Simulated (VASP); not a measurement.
# HfZr3S8 (P-3m1) in VASP: single point with PBE

Aim: the single point of HfZr3S8 with PBE.

Everything below comes from runs of VASP 6.6.1. Logs are shortened: lines on timing, memory, paths and dates and some standing lists are left out, and cuts for length are marked.

## 1. The cell of the first run

It takes space group P-3m1 (No. 164, trigonal). Conventional cell: a = 3.677 Å, b = 3.677 Å, c = 27.023 Å, α = 90.00°, β = 90.00°, γ = 120.00°. Within 3.4 Å of Zr (site symmetry 3m) lie 6 S at 2.57 Å. Within 3.4 Å of Zr (site symmetry -3m) lie 6 S at 2.57 Å. Hf (site symmetry -3m) has 6 S at 2.56 Å within 3.4 Å. Within 3.4 Å of S (site symmetry 3m) lie 3 Zr at 2.57 Å. Within 3.4 Å of S (site symmetry 3m) lie 3 Hf at 2.56 Å. S (site symmetry 3m) has 3 Zr at 2.57 Å within 3.4 Å. S (site symmetry 3m) has 3 Zr at 2.57 Å within 3.4 Å.

## 2. Single point, PBE

Input file INCAR:

```
SYSTEM = HfZr3S8
PREC = Accurate ; ENCUT = 520
EDIFF = 1E-7 ; ISMEAR = 0
SIGMA = 0.02 ; LREAL = .False.
LASPH = .True. ; NELM = 60
ALGO = Normal ; ISIF = 2
LWAVE = .False. ; LCHARG = .False.
GGA = PE ; NBANDS = 59
```

Input file KPOINTS:

```
regular mesh
0
Gamma
  12 12 1
  0 0 0
```

Input file POSCAR:

```
HfZr3S8
1.0
    3.6765479603      0.0000000000      0.0000000000
   -1.8382739802      3.1839839318      0.0000000000
    0.0000000000      0.0000000000     27.0226970545
Zr Hf S
3 1 8
Direct
    0.0000000000      0.0000000000      0.7493661227
    0.0000000000      0.0000000000      0.2506338773
    0.0000000000      0.0000000000      0.5000000000
    0.0000000000      0.0000000000      0.0000000000
    0.3333333333      0.6666666667      0.8030974928
    0.3333333333      0.6666666667      0.0531034685
    0.3333333333      0.6666666667      0.3043654720
    0.3333333333      0.6666666667      0.5537317062
    0.6666666667      0.3333333333      0.9468965315
    0.6666666667      0.3333333333      0.1969025072
    0.6666666667      0.3333333333      0.4462682938
    0.6666666667      0.3333333333      0.6956345280
```

Potentials or basis: VASP PAW PBE potentials, release 64 (Zr_sv, Hf_pv, S).

Run with:

```
$ cat potpaw_PBE.64/Zr_sv/POTCAR potpaw_PBE.64/Hf_pv/POTCAR potpaw_PBE.64/S/POTCAR > POTCAR
$ mpirun -np 1 vasp_std > vasp.out
```

OUTCAR:

```text
SYSTEM = HfZr3S8
   PREC = Accurate
   ENCUT = 520
   EDIFF = 1E-7
   ISMEAR = 0
   LREAL = .False.
   LASPH = .True.
   NELM = 60
   ISIF = 2
   GGA = PE

 ion  position               nearest neighbor table
   1  0.000  0.000  0.749-   5 2.57   5 2.57   5 2.57  12 2.57  12 2.57  12 2.57
   2  0.000  0.000  0.251-  10 2.57  10 2.57  10 2.57   7 2.57   7 2.57   7 2.57
   3  0.000  0.000  0.500-   8 2.57  11 2.57   8 2.57  11 2.57  11 2.57   8 2.57
   4  0.000  0.000  0.000-   6 2.56   9 2.56   6 2.56   9 2.56   9 2.56   6 2.56
   5  0.333  0.667  0.803-   1 2.57   1 2.57   1 2.57
   6  0.333  0.667  0.053-   4 2.56   4 2.56   4 2.56
   7  0.333  0.667  0.304-   2 2.57   2 2.57   2 2.57
   8  0.333  0.667  0.554-   3 2.57   3 2.57   3 2.57
   9  0.667  0.333  0.947-   4 2.56   4 2.56   4 2.56
  10  0.667  0.333  0.197-   2 2.57   2 2.57   2 2.57
  11  0.667  0.333  0.446-   3 2.57   3 2.57   3 2.57
  12  0.667  0.333  0.696-   1 2.57   1 2.57   1 2.57

  LATTYP: Found a hexagonal cell.
 ALAT       =     3.6765479603
 C/A-ratio  =     7.3500189162

  Lattice vectors:

 A1 = (   3.6765479603,   0.0000000000,   0.0000000000)
 A2 = (  -1.8382739802,   3.1839839318,   0.0000000000)
 A3 = (   0.0000000000,   0.0000000000,  27.0226970545)

Analysis of symmetry for initial positions (statically):
=====================================================================
 Subroutine PRICEL returns:
 Original cell was already a primitive cell.

 Routine SETGRP: Setting up the symmetry group for a
 hexagonal supercell.

 Subroutine GETGRP returns: Found 12 space group operations
 (whereof 12 operations were pure point group operations)
 out of a pool of 24 trial point group operations.

The static configuration has the point symmetry D_3d.

Analysis of symmetry for dynamics (positions and initial velocities):
=====================================================================
 Subroutine PRICEL returns:
 Original cell was already a primitive cell.

 Routine SETGRP: Setting up the symmetry group for a
 hexagonal supercell.

 Subroutine GETGRP returns: Found 12 space group operations
 (whereof 12 operations were pure point group operations)
 out of a pool of 24 trial point group operations.

The dynamic configuration has the point symmetry D_3d.

 Subroutine INISYM returns: Found 12 space group operations
 (whereof 12 operations are pure point group operations),
 and found     1 'primitive' translations

----------------------------------------------------------------------------------------

                                     Primitive cell

  volume of cell :     316.3296

  direct lattice vectors                    reciprocal lattice vectors
     3.676547960  0.000000000  0.000000000     0.271994276  0.157035968  0.000000000
    -1.838273980  3.183983932  0.000000000     0.000000000  0.314071937  0.000000000
     0.000000000  0.000000000 27.022697055     0.000000000  0.000000000  0.037005929

  length of vectors
     3.676547960  3.676547960 27.022697055     0.314071937  0.314071937  0.037005929

  position of ions in fractional coordinates (direct lattice)
     0.000000000  0.000000000  0.749366123
     0.000000000  0.000000000  0.250633877
     0.000000000  0.000000000  0.500000000
     0.000000000  0.000000000  0.000000000
     0.333333333  0.666666667  0.803097493
     0.333333333  0.666666667  0.053103468
     0.333333333  0.666666667  0.304365472
     0.333333333  0.666666667  0.553731706
     0.666666667  0.333333333  0.946896532
     0.666666667  0.333333333  0.196902507
     0.666666667  0.333333333  0.446268294
     0.666666667  0.333333333  0.695634528

  ion indices of the primitive-cell ions
   primitive index   ion index
                 1           1
                 2           2
                 3           3
                 4           4
                 5           5
                 6           6
                 7           7
                 8           8
                 9           9
                10          10
                11          11
                12          12

----------------------------------------------------------------------------------------

 KPOINTS: regular mesh

Automatic generation of k-mesh.
 Grid dimensions read from file:
 generate k-points for:   12   12    1

 Generating k-lattice:

  Cartesian coordinates                     Fractional coordinates (reciprocal lattice)
     0.022666190  0.013086331  0.000000000     0.083333333  0.000000000  0.000000000
     0.000000000  0.026172661  0.000000000     0.000000000  0.083333333  0.000000000
     0.000000000  0.000000000  0.037005929     0.000000000  0.000000000  1.000000000

  Length of vectors
     0.026172661  0.026172661  0.037005929

  Shift w.r.t. Gamma in fractional coordinates (k-lattice)
     0.000000000  0.000000000  0.000000000

 Subroutine IBZKPT returns following result:
 ===========================================

 Found     19 irreducible k-points:

 Following reciprocal coordinates:
            Coordinates               Weight
  0.000000  0.000000  0.000000      1.000000
  0.083333  0.000000  0.000000      6.000000
  0.166667  0.000000  0.000000      6.000000
  0.250000  0.000000  0.000000      6.000000
  0.333333  0.000000  0.000000      6.000000
  0.416667  0.000000  0.000000      6.000000
[... 11 lines left out ...]
  0.333333  0.250000  0.000000     12.000000
  0.333333  0.333333  0.000000      2.000000
   k-points           NKPTS =     19   k-points in BZ     NKDIM =     19   number of bands    NBANDS=     59
   number of dos      NEDOS =    301   number of ions     NIONS =     12
   total plane-waves  NPLWV = 164640
   dimension x,y,z NGX =    28 NGY =   28 NGZ =  210
   dimension x,y,z NGXF=    56 NGYF=   56 NGZF=  420
   ions per type =               3   1   8
   NGX,Y,Z   is equivalent  to a cutoff of  12.66, 12.66, 12.92 a.u.
   NGXF,Y,Z  is equivalent  to a cutoff of  25.32, 25.32, 25.84 a.u.
 SYSTEM =  HfZr3S8
   PREC   = accura    normal or accurate (medium, high low for compatibility)
   ISTART =      0    job   : 0-new  1-cont  2-samecut
   ICHARG =      2    charge: 1-file 2-atom 10-const
   ISPIN  =      1    spin polarized calculation?
   LNONCOLLINEAR =      F non collinear calculations
   LSORBIT =      F    spin-orbit coupling
   LASPH  =      T    aspherical Exc in radial PAW
   ENCUT  =  520.0 eV  38.22 Ry    6.18 a.u.   6.84  6.84 50.24*2*pi/ulx,y,z
   NELM   =     60;   NELMIN=  2; NELMDL= -5     # of ELM steps
   EDIFF  = 0.1E-06   stopping-criterion for ELM
   LREAL  =      F    real-space projection
   EDIFFG = 0.1E-05   stopping-criterion for IOM
   NSW    =      0    number of steps for IOM
   IBRION =     -1    ionic relax: 0-MD 1-quasi-New 2-CG
   NFREE  =      0    steps in history (QN), initial steepest desc. (CG)
   ISIF   =      2    stress and relaxation
   ISYM   =      2    0-nonsym 1-usesym 2-fastsym
   POTIM  = 0.5000    time-step for ionic-motion
   TEBEG  =    0.0;   TEEND  =   0.0 temperature during run
   PSTRESS=    0.0 pullay stress
   NELECT =      94.0000    total number of electrons
   NUPDOWN=      -1.0000    fix difference up-down
   EMIN   =  10.00;   EMAX   =-10.00  energy-range for DOS
   EFERMI =   0.00;   METHOD = LEGACY
   ISMEAR =     0;   SIGMA  =   0.02  broadening in eV -4-tet -1-fermi 0-gaus
   EFERMI_NEDOS =   21; number of points for ismear=-14 and -15
   IALGO  =     38    algorithm
   IMIX   =      4    mixing-type and parameters
     AMIX     =   0.40;   BMIX     =  1.00
     AMIX_MAG =   1.60;   BMIX_MAG =  1.00
  volume/ion in A,a.u.               =      26.36       177.89
  Fermi-wavevector in a.u.,A,eV,Ry     =   1.092457  2.064444 16.238028  1.193461
  Thomas-Fermi vector in A             =   2.228722
   LORBIT       =      0    0 simple, 1 ext, 2 COOP (PROOUT), +10 PAW based schemes
   GGA     = PE    functional components
   LHFCALC =     F    Hartree Fock is set to
   AEXX    =    0.0000 exact exchange contribution
   IVDW    =     0    specifies the selected vdW correction
   LEPSILON=     F    determine dielectric tensor
   LRPA    =     F    only Hartree local field effects (RPA)
 non-spin polarized calculation
 Gauss-broadening in eV      SIGMA  =   0.02
  energy-cutoff  :      520.00
  volume of cell :      316.33
 maximum number of plane-waves:      8565
 NGX is ok and might be reduce to    28
   NGX = 13   NGY = 13   NGZ =101

 number of electron      94.0000003 magnetization

 Free energy of the ion-electron system (eV)
  ---------------------------------------------------
  ext. energy  EPLUGINS =         0.00000000
  ---------------------------------------------------
  free energy    TOTEN  =       -87.25448550 eV

  energy without entropy =      -87.25448550  energy(sigma->0) =      -87.25448550

 E-fermi :   2.8590     XC(G=0):  -8.6627

 val. band max:        2.6659876244   @ k =   0.0000   0.0000   0.0000
 cond. band min:       3.7878343284   @ k =   0.5000   0.0000   0.0000
 fundamental gap:      1.1218467040
 Fermi energy:         2.8590168812

 k-point     1 :       0.0000    0.0000    0.0000
  band No.  band energies     occupation
      1     -46.2233      2.00000
      2     -46.2232      2.00000
      3     -46.2228      2.00000
      4     -28.0508      2.00000
      5     -27.9432      2.00000
      6     -27.9432      2.00000
[... 51 lines left out ...]
     58       5.3752      0.00000
     59       5.5452      0.00000

 k-point     2 :       0.0833    0.0000    0.0000
  band No.  band energies     occupation
      1     -46.2220      2.00000
      2     -46.2220      2.00000
      3     -46.2216      2.00000
      4     -28.0487      2.00000
      5     -27.9545      2.00000
      6     -27.9458      2.00000
[... 1043 lines left out ...]
     58       6.1372      0.00000
     59       6.4995      0.00000

 k-point    19 :       0.3333    0.3333    0.0000
  band No.  band energies     occupation
      1     -46.2027      2.00000
      2     -46.2027      2.00000
      3     -46.2023      2.00000
      4     -28.0577      2.00000
      5     -28.0577      2.00000
      6     -28.0150      2.00000
[... 51 lines left out ...]
     58       6.2844      0.00000
     59       6.2844      0.00000

------------------------ aborting loop because EDIFF is reached ----------------------------------------

  FORCE on cell =-STRESS in cart. coord.  units (eV):
  Direction    XX          YY          ZZ          XY          YZ          ZX
  --------------------------------------------------------------------------------------
  -------------------------------------------------------------------------------------
  Total       -0.2944281     -0.2944281     -0.1356669      0.0000000      0.0000000      0.0000000
  in kB       -1.4912485     -1.4912485     -0.6871389      0.0000000      0.0000000      0.0000000
  external PRESSURE =      -1.2232120 kB  Pullay stress =       0.0000000 kB

 VOLUME and BASIS-vectors are now :
 -----------------------------------------------------------------------------
  energy-cutoff  :      520.00
  volume of cell :      316.33
      direct lattice vectors                 reciprocal lattice vectors
     3.676547960  0.000000000  0.000000000     0.271994276  0.157035968  0.000000000
    -1.838273980  3.183983932  0.000000000     0.000000000  0.314071937  0.000000000
     0.000000000  0.000000000 27.022697055     0.000000000  0.000000000  0.037005929

 POSITION                                       TOTAL-FORCE (eV/Angst)
 -----------------------------------------------------------------------------------
      0.00000      0.00000     20.24989        -0.000000     -0.000000      0.000057
      0.00000      0.00000      6.77280        -0.000000      0.000000     -0.000057
      0.00000      0.00000     13.51135        -0.000000      0.000000      0.000000
      0.00000      0.00000      0.00000        -0.000000      0.000000      0.000000
     -0.00000      2.12266     21.70186         0.000000      0.000000      0.012178
     -0.00000      2.12266      1.43500        -0.000000     -0.000000     -0.063250
     -0.00000      2.12266      8.22478         0.000000      0.000000      0.012091
     -0.00000      2.12266     14.96332        -0.000000     -0.000000      0.012208
      1.83827      1.06133     25.58770         0.000000      0.000000      0.063250
      1.83827      1.06133      5.32084        -0.000000     -0.000000     -0.012178
      1.83827      1.06133     12.05937        -0.000000      0.000000     -0.012208
      1.83827      1.06133     18.79792        -0.000000     -0.000000     -0.012091
 -----------------------------------------------------------------------------------
    total drift:                               -0.000000     -0.000000      0.000000

  FREE ENERGIE OF THE ION-ELECTRON SYSTEM (eV)
  ---------------------------------------------------
  free  energy   TOTEN  =       -87.2544855009 eV

  energy  without entropy=      -87.2544855009  energy(sigma->0) =      -87.25448550
```

Run time: 7.8 min. Hardware: 1 thread of Intel Xeon Platinum 8488C (Sapphire Rapids), shared host; peak memory 0.6 GiB.

Results:

```yaml
Free_energy: -87.2545 eV
Pressure: -0.1 GPa
Largest_force: 0.063 eV/Å
Band_gap_on_the_k_mesh: 1.12 eV, indirect (least direct gap 1.69 eV)
```

Forces on the atoms (eV/Å):
```
Zr   0.000  0.000  0.000
Zr   0.000  0.000  0.000
Zr   0.000  0.000  0.000
Hf   0.000  0.000  0.000
S    0.000  0.000  0.012
S    0.000  0.000 -0.063
S    0.000  0.000  0.012
S    0.000  0.000  0.012
S    0.000  0.000  0.063
S    0.000  0.000 -0.012
S    0.000  0.000 -0.012
S    0.000  0.000 -0.012
```

Caveat: spin-orbit coupling is left out, which moves the levels of the heavy elements; this functional lacks dispersion, which binds the layers, so the pressure and a relaxed spacing across them are unreliable.
